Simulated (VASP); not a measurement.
# SnO (Pm-3m) in VASP: single point with PBE0

Aim: the single point of SnO with PBE0.

Everything below comes from runs of VASP 6.6.1. Logs are shortened: lines on timing, memory, paths and dates and some standing lists are left out, and cuts for length are marked.

## (1) The cell of the first run

It takes space group Pm-3m (No. 221, cubic). The conventional cell has a = 3.103 Å, b = 3.103 Å, c = 3.103 Å, α = 90.00°, β = 90.00°, γ = 90.00°. Within 3.5 Å of Sn (site symmetry m-3m) lie 8 O at 2.69 Å and 6 Sn at 3.10 Å. Within 3.5 Å of O (site symmetry m-3m) lie 8 Sn at 2.69 Å and 6 O at 3.10 Å.

## (2) Single point, PBE0

Contents of POSCAR:

```
SnO
1.0
    3.1034067827      0.0000000000      0.0000000000
    0.0000000000      3.1034067827      0.0000000000
    0.0000000000      0.0000000000      3.1034067827
Sn O
1 1
Direct
    0.0000000000      0.0000000000      0.0000000000
    0.5000000000      0.5000000000      0.5000000000
```

Contents of INCAR.step1:

```
SYSTEM = SnO
PREC = Accurate
ENCUT = 520
EDIFF = 1E-5
ISMEAR = 0
SIGMA = 0.01
LREAL = .False.
LASPH = .True.
NELM = 60
ALGO = Normal
ISIF = 2
LWAVE = .True.
LCHARG = .False.
NBANDS = 17
GGA = PE
```

Contents of INCAR.step2:

```
SYSTEM = SnO
PREC = Accurate
ENCUT = 520
EDIFF = 1E-6
ISMEAR = 0
SIGMA = 0.01
LREAL = .False.
LASPH = .True.
NELM = 60
ALGO = Normal
ISIF = 2
LWAVE = .False.
LCHARG = .False.
GGA = PE
LHFCALC = .True.
AEXX = 0.25
PRECFOCK = Normal
NBANDS = 17
ISTART = 1
```

Contents of KPOINTS:

```
Automatic mesh
0
Gamma
  6 6 6
  0 0 0
```

Potentials or basis: VASP PAW PBE potentials, release 64 (Sn_d, O).

Run with:

```
$ cat potpaw_PBE.64/Sn_d/POTCAR potpaw_PBE.64/O/POTCAR > POTCAR
$ cp INCAR.step1 INCAR
$ mpirun -np 1 vasp_std > vasp.out
$ cp INCAR.step2 INCAR
$ mpirun -np 1 vasp_std > vasp.out
```

OUTCAR:

```text
SYSTEM = SnO
   PREC = Accurate
   ENCUT = 520
   EDIFF = 1E-6
   ISMEAR = 0
   LREAL = .False.
   LASPH = .True.
   NELM = 60
   ISIF = 2
   GGA = PE
   LHFCALC = .True.
   AEXX = 0.25
   PRECFOCK = Normal
   ISTART = 1

 ion  position               nearest neighbor table
   1  0.000  0.000  0.000-   2 2.69   2 2.69   2 2.69   2 2.69   2 2.69   2 2.69   2 2.69   2 2.69

   2  0.500  0.500  0.500-   1 2.69   1 2.69   1 2.69   1 2.69   1 2.69   1 2.69   1 2.69   1 2.69

  LATTYP: Found a simple cubic cell.
 ALAT       =     3.1034067827

  Lattice vectors:

 A1 = (   3.1034067827,   0.0000000000,   0.0000000000)
 A2 = (   0.0000000000,   3.1034067827,   0.0000000000)
 A3 = (   0.0000000000,   0.0000000000,   3.1034067827)

Analysis of symmetry for initial positions (statically):
=====================================================================
 Subroutine PRICEL returns:
 Original cell was already a primitive cell.

 Routine SETGRP: Setting up the symmetry group for a
 simple cubic supercell.

 Subroutine GETGRP returns: Found 48 space group operations
 (whereof 48 operations were pure point group operations)
 out of a pool of 48 trial point group operations.

The static configuration has the point symmetry O_h .

Analysis of symmetry for dynamics (positions and initial velocities):
=====================================================================
 Subroutine PRICEL returns:
 Original cell was already a primitive cell.

 Routine SETGRP: Setting up the symmetry group for a
 simple cubic supercell.

 Subroutine GETGRP returns: Found 48 space group operations
 (whereof 48 operations were pure point group operations)
 out of a pool of 48 trial point group operations.

The dynamic configuration has the point symmetry O_h .

 Subroutine INISYM returns: Found 48 space group operations
 (whereof 48 operations are pure point group operations),
 and found     1 'primitive' translations

----------------------------------------------------------------------------------------

                                     Primitive cell

  volume of cell :      29.8893

  direct lattice vectors                    reciprocal lattice vectors
     3.103406783  0.000000000  0.000000000     0.322226530  0.000000000  0.000000000
     0.000000000  3.103406783  0.000000000     0.000000000  0.322226530  0.000000000
     0.000000000  0.000000000  3.103406783     0.000000000  0.000000000  0.322226530
[... 85 lines left out ...]
   ISIF   =      2    stress and relaxation
   ISYM   =      3    0-nonsym 1-usesym 2-fastsym
   POTIM  = 0.5000    time-step for ionic-motion
   TEBEG  =    0.0;   TEEND  =   0.0 temperature during run
   PSTRESS=    0.0 pullay stress
   NELECT =      20.0000    total number of electrons
   NUPDOWN=      -1.0000    fix difference up-down
   EMIN   =  10.00;   EMAX   =-10.00  energy-range for DOS
   EFERMI =   0.00;   METHOD = LEGACY
   ISMEAR =     0;   SIGMA  =   0.01  broadening in eV -4-tet -1-fermi 0-gaus
   EFERMI_NEDOS =   21; number of points for ismear=-14 and -15
   IALGO  =     38    algorithm
   IMIX   =      1    mixing-type and parameters
     AMIX     =   0.40;   BMIX     =  1.00
     AMIX_MAG =   1.60;   BMIX_MAG =  1.00
  volume/ion in A,a.u.               =      14.94       100.85
  Fermi-wavevector in a.u.,A,eV,Ry     =   1.431900  2.705899 27.896550  2.050339
  Thomas-Fermi vector in A             =   2.551586
   LORBIT       =      0    0 simple, 1 ext, 2 COOP (PROOUT), +10 PAW based schemes
   GGA     = PE    functional components
   LHFCALC =     T    Hartree Fock is set to
   PRECFOCK=normal    Normal, Fast or Accurate (Low or Medium for compatibility)
   ENCUT4O =  -1.0   cutoff for four orbital integrals eV
   NKREDX  =     1    reduce k-point grid by
   NKREDY  =     1    reduce k-point grid by
   NKREDZ  =     1    reduce k-point grid by
   AEXX    =    0.2500 exact exchange contribution
   HFSCREEN=    0.0000 screening length (either q_TF or 0.3 A-1)
   HFSCREENC=   0.0000 screening length for correlation (either q_TF or 0.3 A-1)
   ENCUTFOCK=  -1.0 apply spherical cutoff to Coloumb kernel
   IVDW    =     0    specifies the selected vdW correction
   LEPSILON=     F    determine dielectric tensor
   LRPA    =     F    only Hartree local field effects (RPA)
 non-spin polarized calculation
 Gauss-broadening in eV      SIGMA  =   0.01
  energy-cutoff  :      520.00
  volume of cell :       29.89
 maximum number of plane-waves:       840
 NGX is ok and might be reduce to    24
  NGX = 18; NGY = 18; NGZ = 18

 number of electron      19.9999991 magnetization

 Free energy of the ion-electron system (eV)
  ---------------------------------------------------
  ext. energy  EPLUGINS =         0.00000000
  ---------------------------------------------------
  free energy    TOTEN  =       -13.14204069 eV

  energy without entropy =      -13.14204069  energy(sigma->0) =      -13.14204069

 E-fermi :   7.5117     XC(G=0):  -8.9678

 val. band max:        7.4678246100   @ k =   0.5000   0.1667   0.0000
 cond. band min:       8.8064531005   @ k =   0.5000   0.0000   0.0000
 fundamental gap:      1.3386284905
 Fermi energy:         7.5117050075

 k-point     1 :       0.0000    0.0000    0.0000
  band No.  band energies     occupation
      1     -16.2790      2.00000
      2     -16.2790      2.00000
      3     -15.9039      2.00000
      4     -15.9039      2.00000
      5     -15.9039      2.00000
      6     -12.6296      2.00000
[... 377 lines left out ...]
      4     -15.8129      2.00000
      5     -15.8129      2.00000
      6     -11.1316      2.00000
[... 9 lines left out ...]
     16      22.3359      0.00000
     17      29.9435      0.00000

------------------------ aborting loop because EDIFF is reached ----------------------------------------

  FORCE on cell =-STRESS in cart. coord.  units (eV):
  Direction    XX          YY          ZZ          XY          YZ          ZX
  --------------------------------------------------------------------------------------
  -------------------------------------------------------------------------------------
  Total       -0.1370666     -0.1370666     -0.1370666     -0.0000000      0.0000000     -0.0000000
  in kB       -7.3472722     -7.3472722     -7.3472722     -0.0000000      0.0000000     -0.0000000
  external PRESSURE =      -7.3472722 kB  Pullay stress =       0.0000000 kB

 VOLUME and BASIS-vectors are now :
 -----------------------------------------------------------------------------
  energy-cutoff  :      520.00
  volume of cell :       29.89
      direct lattice vectors                 reciprocal lattice vectors
     3.103406783  0.000000000  0.000000000     0.322226530  0.000000000  0.000000000
     0.000000000  3.103406783  0.000000000     0.000000000  0.322226530  0.000000000
     0.000000000  0.000000000  3.103406783     0.000000000  0.000000000  0.322226530

 POSITION                                       TOTAL-FORCE (eV/Angst)
 -----------------------------------------------------------------------------------
      0.00000      0.00000      0.00000         0.000000      0.000000      0.000000
      1.55170      1.55170      1.55170         0.000000      0.000000      0.000000
 -----------------------------------------------------------------------------------
    total drift:                               -0.000000     -0.000000     -0.000000

  FREE ENERGIE OF THE ION-ELECTRON SYSTEM (eV)
  ---------------------------------------------------
  free  energy   TOTEN  =       -13.1420406881 eV

  energy  without entropy=      -13.1420406881  energy(sigma->0) =      -13.14204069
```

Wall time 69 min (1 thread of Intel Xeon 8259CL, shared host); peak memory 0.16 GiB.

What came out:

```
Free energy            : -13.1420 eV
Pressure               : -0.7 GPa
Band gap on the k mesh : 1.34 eV (least direct gap 1.71 eV)
```

Caveat: the structure was generated, so it needn't be the stable form of SnO; the PAW data sets were made with another functional, which shifts forces and pressure a little; spin-orbit coupling is left out, which moves the levels of the heavy elements. A k mesh can miss the band edges.
